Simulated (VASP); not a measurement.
A run of VASP 6.6.1 is set up as follows.

The input INCAR:

```
SYSTEM = Si6CO
PREC     = Accurate       ! precision mode
ENCUT    = 520            ! plane-wave cutoff, eV
EDIFF    = 1E-6           ! SCF threshold, eV
ISMEAR   = 0              ! smearing method
SIGMA    = 0.05           ! smearing width, eV
LREAL    = .False.        ! projectors in reciprocal space
LASPH    = .True.         ! aspherical terms in the spheres
NELM     = 120            ! most SCF steps
ALGO     = Normal         ! electronic algorithm
ISIF     = 2              ! what is computed and relaxed
LWAVE    = .False.        ! write WAVECAR
LCHARG   = .False.        ! write CHGCAR
LDIPOL   = .True.       
IDIPOL   = 3            
DIPOL    = 0.5 0.5 0.321
GGA      = PE             ! functional
IVDW     = 12             ! dispersion correction
NBANDS   = 27             ! bands
GGA_COMPAT= .False.      
NELMDL   = -8
```

The input KPOINTS:

```
Automatic mesh
0
Gamma
  7 5 1
  0 0 0
```

POSCAR

```
Si6CO
1.0
    3.8333442603      0.0000000000      0.0000000000
    0.0000000000      5.4211674422      0.0000000000
    0.0000000000      0.0000000000     22.5377548805
Si O C
6 1 1
Direct
    0.5000000000      0.0000000000      0.1774799673
    0.0000000000      0.2500000000      0.1774799673
    0.0000000000      0.5038841205      0.2602884661
    0.5000000000      0.7461158795      0.2602884661
    0.5000000000      0.0086034179      0.3411056213
    0.0000000000      0.2413965821      0.3411056213
    0.8333333333      0.3419367512      0.4786525960
    0.8333333333      0.3419367512      0.5296780866
```

Potentials or basis: VASP PAW PBE potentials, release 64 (Si, O, C).

The run is started by

```sh
$ cat potpaw_PBE.64/Si/POTCAR potpaw_PBE.64/O/POTCAR potpaw_PBE.64/C/POTCAR > POTCAR
$ mpirun -np 1 vasp_std > vasp.out
```

Question: Estimate the band gap on the k mesh.

Answer: Zero (bands 17 and 18 overlap by 0.28 eV).

Question: What does it give for the dispersion energy per atom?

Answer: -0.204 eV.

Forces in eV/Å, atoms in the order of the input:
```
Si   0.006  0.557 -0.049
Si  -0.004 -0.555 -0.050
Si   0.003 -0.078 -0.001
Si  -0.002  0.102 -0.001
Si  -0.007 -0.030  0.086
Si   0.030 -0.026 -0.105
O   -0.036  0.033  0.797
C    0.010 -0.003 -0.677
```
